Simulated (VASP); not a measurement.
# SiNi (R3) in VASP: further runs

Runs on SiNi. Level: PBEsol. Tasks: single point.

All numbers are computed with VASP 6.6.1; they aren't measurements. Logs are shortened: lines on timing, memory, paths and dates and some standing lists are left out, and cuts for length are marked.

**1. The cell of the first run**

Symmetry: R3, No. 146, trigonal system. The conventional cell has a = 6.319 Å, b = 6.319 Å, c = 7.739 Å, α = 90.00°, β = 90.00°, γ = 120.00°. Si (site symmetry 3) has 7 Ni at 2.24 to 2.46 Å and 6 Si at 2.70 to 2.80 Å within 3.0 Å. Within 3.1 Å of Si (site symmetry 1) lie 7 Ni at 2.34 to 2.42 Å and 6 Si at 2.70 to 2.80 Å. Within 3.0 Å of Ni (site symmetry 3) lie 7 Si at 2.24 to 2.42 Å and 6 Ni at 2.75 Å. Ni (site symmetry 1) has 7 Si at 2.34 to 2.46 Å and 6 Ni at 2.75 Å within 3.1 Å.

**2. Single point, PBEsol (atom 1 (Si) moved +0.100 Å towards its neighbour atom 5 (Ni) at 2.341 Å)**

INCAR reads:

```
PREC = Accurate
ENCUT = 520
EDIFF = 1E-6
ISMEAR = 0
SIGMA = 0.15
LREAL = F
LASPH = T
NELM = 100
ALGO = Normal
ISIF = 2
LWAVE = F
LCHARG = F
GGA = PS
NBANDS = 38
```

KPOINTS reads:

```
regular mesh
0
Gamma
  10 10 10
```

POSCAR reads:

```
SiNi
1.0
    4.4679769961      0.0000000000      0.0000000000
    0.0000000000      4.4679769961      0.0000000000
    0.0000000000      0.0000000000      4.4679769961
Si Ni
4 4
Direct
    0.8593864902      0.8593864902      0.8593864902
    0.6535354713      0.1535354713      0.3464645287
    0.3464645287      0.6535354713      0.1535354713
    0.1535354713      0.3464645287      0.6535354713
    0.1489904887      0.1489904887      0.1489904887
    0.3510095113      0.8510095113      0.6489904887
    0.6489904887      0.3510095113      0.8510095113
    0.8510095113      0.6489904887      0.3510095113
```

Potentials or basis: VASP PAW PBE potentials, release 64 (Si, Ni).

Started as:

```
$ cat potpaw_PBE.64/Si/POTCAR potpaw_PBE.64/Ni/POTCAR > POTCAR
$ mpirun -np 1 vasp_std > vasp.out
```

OUTCAR:

```text
PREC = Accurate
   ENCUT = 520
   EDIFF = 1E-6
   ISMEAR = 0
   LREAL = F
   LASPH = T
   NELM = 100
   ISIF = 2
   GGA = PS

 ion  position               nearest neighbor table
   1  0.859  0.859  0.859-   5 2.24   6 2.39   7 2.39   8 2.39   8 2.46   7 2.46   6 2.46   4 2.70
                             2 2.70   3 2.70   2 2.80   3 2.80   4 2.80
   2  0.654  0.154  0.346-   6 2.34   5 2.38   7 2.38   8 2.38   7 2.42   8 2.42   5 2.42   1 2.70
                             3 2.76   3 2.76   4 2.76   4 2.76   1 2.80
   3  0.346  0.654  0.154-   7 2.34   6 2.38   5 2.38   8 2.38   8 2.42   6 2.42   5 2.42   1 2.70
                             4 2.76   2 2.76   2 2.76   4 2.76   1 2.80
   4  0.154  0.346  0.654-   8 2.34   6 2.38   7 2.38   5 2.38   6 2.42   5 2.42   7 2.42   1 2.70
                             3 2.76   2 2.76   2 2.76   3 2.76   1 2.80
   5  0.149  0.149  0.149-   1 2.24   2 2.38   3 2.38   4 2.38   3 2.42   4 2.42   2 2.42   6 2.75
                             7 2.75   8 2.75   6 2.75   8 2.75   7 2.75
   6  0.351  0.851  0.649-   2 2.34   3 2.38   4 2.38   1 2.39   3 2.42   4 2.42   1 2.46   7 2.75
                             8 2.75   5 2.75   5 2.75   7 2.75   8 2.75
   7  0.649  0.351  0.851-   3 2.34   2 2.38   4 2.38   1 2.39   4 2.42   2 2.42   1 2.46   6 2.75
                             8 2.75   5 2.75   8 2.75   6 2.75   5 2.75
   8  0.851  0.649  0.351-   4 2.34   3 2.38   2 2.38   1 2.39   2 2.42   3 2.42   1 2.46   6 2.75
                             7 2.75   7 2.75   5 2.75   5 2.75   6 2.75

  LATTYP: Found a simple cubic cell.
 ALAT       =     4.4679769961

  Lattice vectors:

 A1 = (   4.4679769961,   0.0000000000,   0.0000000000)
 A2 = (   0.0000000000,   4.4679769961,   0.0000000000)
 A3 = (   0.0000000000,   0.0000000000,   4.4679769961)

Analysis of symmetry for initial positions (statically):
=====================================================================
 Subroutine PRICEL returns:
 Original cell was already a primitive cell.

 Routine SETGRP: Setting up the symmetry group for a
 simple cubic supercell.

 Subroutine GETGRP returns: Found  3 space group operations
 (whereof  3 operations were pure point group operations)
 out of a pool of 48 trial point group operations.

The static configuration has the point symmetry C_3 .

Analysis of symmetry for dynamics (positions and initial velocities):
=====================================================================
 Subroutine PRICEL returns:
 Original cell was already a primitive cell.

 Routine SETGRP: Setting up the symmetry group for a
 simple cubic supercell.

 Subroutine GETGRP returns: Found  3 space group operations
 (whereof  3 operations were pure point group operations)
 out of a pool of 48 trial point group operations.

The dynamic configuration has the point symmetry C_3 .

 Subroutine INISYM returns: Found  3 space group operations
 (whereof  3 operations are pure point group operations),
 and found     1 'primitive' translations

----------------------------------------------------------------------------------------

                                     Primitive cell

  volume of cell :      89.1934

  direct lattice vectors                    reciprocal lattice vectors
     4.467976996  0.000000000  0.000000000     0.223814939  0.000000000  0.000000000
     0.000000000  4.467976996  0.000000000     0.000000000  0.223814939  0.000000000
     0.000000000  0.000000000  4.467976996     0.000000000  0.000000000  0.223814939

  length of vectors
     4.467976996  4.467976996  4.467976996     0.223814939  0.223814939  0.223814939

  position of ions in fractional coordinates (direct lattice)
     0.859386490  0.859386490  0.859386490
     0.653535471  0.153535471  0.346464529
     0.346464529  0.653535471  0.153535471
     0.153535471  0.346464529  0.653535471
     0.148990489  0.148990489  0.148990489
     0.351009511  0.851009511  0.648990489
     0.648990489  0.351009511  0.851009511
     0.851009511  0.648990489  0.351009511

  ion indices of the primitive-cell ions
   primitive index   ion index
                 1           1
                 2           2
                 3           3
                 4           4
                 5           5
                 6           6
                 7           7
                 8           8

----------------------------------------------------------------------------------------

 KPOINTS: regular mesh

Automatic generation of k-mesh.
 Grid dimensions read from file:
 generate k-points for:   10   10   10

 Generating k-lattice:

  Cartesian coordinates                     Fractional coordinates (reciprocal lattice)
     0.022381494  0.000000000  0.000000000     0.100000000  0.000000000  0.000000000
     0.000000000  0.022381494  0.000000000     0.000000000  0.100000000  0.000000000
     0.000000000  0.000000000  0.022381494     0.000000000  0.000000000  0.100000000

  Length of vectors
     0.022381494  0.022381494  0.022381494

  Shift w.r.t. Gamma in fractional coordinates (k-lattice)
     0.000000000  0.000000000  0.000000000

 Subroutine IBZKPT returns following result:
 ===========================================

 Found    172 irreducible k-points:

 Following reciprocal coordinates:
            Coordinates               Weight
  0.000000  0.000000  0.000000      1.000000
  0.100000  0.000000  0.000000      6.000000
  0.200000  0.000000  0.000000      6.000000
  0.300000  0.000000  0.000000      6.000000
  0.400000  0.000000  0.000000      6.000000
  0.500000  0.000000  0.000000      3.000000
[... 16 lines left out ...]
  0.200000  0.200000  0.000000      6.000000
 -0.200000  0.200000  0.000000      6.000000
 [... further k-points ...]
   k-points           NKPTS =    172   k-points in BZ     NKDIM =    172   number of bands    NBANDS=     38
   number of dos      NEDOS =    301   number of ions     NIONS =      8
   total plane-waves  NPLWV =  46656
   dimension x,y,z NGX =    36 NGY =   36 NGZ =   36
   dimension x,y,z NGXF=    72 NGYF=   72 NGZF=   72
   ions per type =               4   4
   NGX,Y,Z   is equivalent  to a cutoff of  13.39, 13.39, 13.39 a.u.
   NGXF,Y,Z  is equivalent  to a cutoff of  26.79, 26.79, 26.79 a.u.
 SYSTEM =  unknown system
   PREC   = accura    normal or accurate (medium, high low for compatibility)
   ISTART =      0    job   : 0-new  1-cont  2-samecut
   ICHARG =      2    charge: 1-file 2-atom 10-const
   ISPIN  =      1    spin polarized calculation?
   LNONCOLLINEAR =      F non collinear calculations
   LSORBIT =      F    spin-orbit coupling
   LASPH  =      T    aspherical Exc in radial PAW
   ENCUT  =  520.0 eV  38.22 Ry    6.18 a.u.   8.31  8.31  8.31*2*pi/ulx,y,z
   NELM   =    100;   NELMIN=  2; NELMDL= -5     # of ELM steps
   EDIFF  = 0.1E-05   stopping-criterion for ELM
   LREAL  =      F    real-space projection
   EDIFFG = 0.1E-04   stopping-criterion for IOM
   NSW    =      0    number of steps for IOM
   IBRION =     -1    ionic relax: 0-MD 1-quasi-New 2-CG
   NFREE  =      0    steps in history (QN), initial steepest desc. (CG)
   ISIF   =      2    stress and relaxation
   ISYM   =      2    0-nonsym 1-usesym 2-fastsym
   POTIM  = 0.5000    time-step for ionic-motion
   TEBEG  =    0.0;   TEEND  =   0.0 temperature during run
   PSTRESS=    0.0 pullay stress
   NELECT =      56.0000    total number of electrons
   NUPDOWN=      -1.0000    fix difference up-down
   EMIN   =  10.00;   EMAX   =-10.00  energy-range for DOS
   EFERMI =   0.00;   METHOD = LEGACY
   ISMEAR =     0;   SIGMA  =   0.15  broadening in eV -4-tet -1-fermi 0-gaus
   EFERMI_NEDOS =   21; number of points for ismear=-14 and -15
   IALGO  =     38    algorithm
   IMIX   =      4    mixing-type and parameters
     AMIX     =   0.40;   BMIX     =  1.00
     AMIX_MAG =   1.60;   BMIX_MAG =  1.00
  volume/ion in A,a.u.               =      11.15        75.24
  Fermi-wavevector in a.u.,A,eV,Ry     =   1.401823  2.649062 26.736922  1.965108
  Thomas-Fermi vector in A             =   2.524646
   LORBIT       =      0    0 simple, 1 ext, 2 COOP (PROOUT), +10 PAW based schemes
   GGA     = PS    functional components
   LHFCALC =     F    Hartree Fock is set to
   AEXX    =    0.0000 exact exchange contribution
   IVDW    =     0    specifies the selected vdW correction
   LEPSILON=     F    determine dielectric tensor
   LRPA    =     F    only Hartree local field effects (RPA)
 non-spin polarized calculation
 Gauss-broadening in eV      SIGMA  =   0.15
  energy-cutoff  :      520.00
  volume of cell :       89.19
 maximum number of plane-waves:      2469
 NGX is ok and might be reduce to    36
   NGX = 17   NGY = 17   NGZ = 17

 number of electron      56.0000012 magnetization

 Free energy of the ion-electron system (eV)
  ---------------------------------------------------
  ext. energy  EPLUGINS =         0.00000000
  ---------------------------------------------------
  free energy    TOTEN  =       -51.53184840 eV

  energy without entropy =      -51.50210632  energy(sigma->0) =      -51.51697736

 E-fermi :  12.1967     XC(G=0): -12.7912

 val. band max:       12.1961162422   @ k =   0.3000   0.2000   0.0000
 cond. band min:      12.2042151050   @ k =  -0.4000   0.1000   0.1000
 fundamental gap:      0.0080988628
 Fermi energy:        12.1967151479

 k-point     1 :       0.0000    0.0000    0.0000
  band No.  band energies     occupation
      1      -2.2395      2.00000
      2       3.2437      2.00000
      3       3.2437      2.00000
      4       3.2888      2.00000
      5       5.7627      2.00000
      6       5.7815      2.00000
[... 30 lines left out ...]
     37      16.7288      0.00000
     38      16.8694      0.00000

 k-point     2 :       0.1000    0.0000    0.0000
  band No.  band energies     occupation
      1      -2.1666      2.00000
      2       2.6373      2.00000
      3       3.3066      2.00000
      4       3.7163      2.00000
      5       5.4364      2.00000
      6       5.8165      2.00000
[... 894 lines left out ...]
 k-point    24 :      -0.2000    0.2000    0.0000
  band No.  band energies     occupation
      1      -1.6614      2.00000
      2       1.7684      2.00000
      3       2.6880      2.00000
      4       4.4264      2.00000
      5       5.2525      2.00000
      6       5.6792      2.00000
[... 30 lines left out ...]
     37      16.5343      0.00000
     38      16.7855      0.00000

 [... further k-points ...]

------------------------ aborting loop because EDIFF is reached ----------------------------------------

  FORCE on cell =-STRESS in cart. coord.  units (eV):
  Direction    XX          YY          ZZ          XY          YZ          ZX
  --------------------------------------------------------------------------------------
  -------------------------------------------------------------------------------------
  Total        0.2788752      0.2788752      0.2788752      0.2198471      0.2198471      0.2198471
  in kB        5.0094227      5.0094227      5.0094227      3.9491030      3.9491030      3.9491030
  external PRESSURE =       5.0094227 kB  Pullay stress =       0.0000000 kB

 VOLUME and BASIS-vectors are now :
 -----------------------------------------------------------------------------
  energy-cutoff  :      520.00
  volume of cell :       89.19
      direct lattice vectors                 reciprocal lattice vectors
     4.467976996  0.000000000  0.000000000     0.223814939  0.000000000  0.000000000
     0.000000000  4.467976996  0.000000000     0.000000000  0.223814939  0.000000000
     0.000000000  0.000000000  4.467976996     0.000000000  0.000000000  0.223814939

 POSITION                                       TOTAL-FORCE (eV/Angst)
 -----------------------------------------------------------------------------------
      3.83972      3.83972      3.83972        -0.733177     -0.733177     -0.733177
      2.91998      0.68599      1.54800        -0.025116      0.053497      0.113649
      1.54800      2.91998      0.68599         0.113649     -0.025116      0.053497
      0.68599      1.54800      2.91998         0.053497      0.113649     -0.025116
      0.66569      0.66569      0.66569         0.294190      0.294190      0.294190
      1.56830      3.80229      2.89967         0.228174      0.003661      0.065122
      2.89967      1.56830      3.80229         0.065122      0.228174      0.003661
      3.80229      2.89967      1.56830         0.003661      0.065122      0.228174
 -----------------------------------------------------------------------------------
    total drift:                               -0.000044     -0.000045     -0.000045

  FREE ENERGIE OF THE ION-ELECTRON SYSTEM (eV)
  ---------------------------------------------------
  free  energy   TOTEN  =       -51.5318484002 eV

  energy  without entropy=      -51.5021063182  energy(sigma->0) =      -51.51697736
```

Wall time 13 min (1 thread of Intel Xeon 8259CL, shared host); peak memory 0.53 GiB.

Results:

* Free energy: -51.5318 eV
* Pressure: 0.5 GPa
* Largest force: 1.270 eV/Å
* Band gap on the k mesh: zero (bands 28 and 29 overlap by 1.22 eV)

Forces on the atoms (eV/Å):
```
Si  -0.733 -0.733 -0.733
Si  -0.025  0.053  0.114
Si   0.114 -0.025  0.053
Si   0.053  0.114 -0.025
Ni   0.294  0.294  0.294
Ni   0.228  0.004  0.065
Ni   0.065  0.228  0.004
Ni   0.004  0.065  0.228
```

Stress tensor (GPa, compression positive):
```
0.50 0.39 0.39
0.39 0.50 0.39
0.39 0.39 0.50
```

Levels at points of the mesh, in eV from the Fermi level:
```csv
k point,band 26,band 27,band 28,band 29,band 30,band 31
"(0.00, 0.00, 0.00)",-1.68,-1.65,1.02,1.02,1.04,1.43
"(0.50, 0.00, 0.00)",-2.03,-0.66,-0.61,-0.20,-0.16,2.80
"(0.50, 0.50, 0.00)",-1.55,-1.01,-0.98,0.36,0.40,0.86
"(0.50, 0.50, 0.50)",-1.84,-1.82,-1.79,4.22,4.27,4.27
```

Caveat: the cell differs from its parent crystal (atom 1 (Si) moved +0.100 Å towards its neighbour atom 5 (Ni) at 2.341 Å); the PAW data sets were made with another functional, which shifts forces and pressure a little.

(Continued in part 2 of 2.)
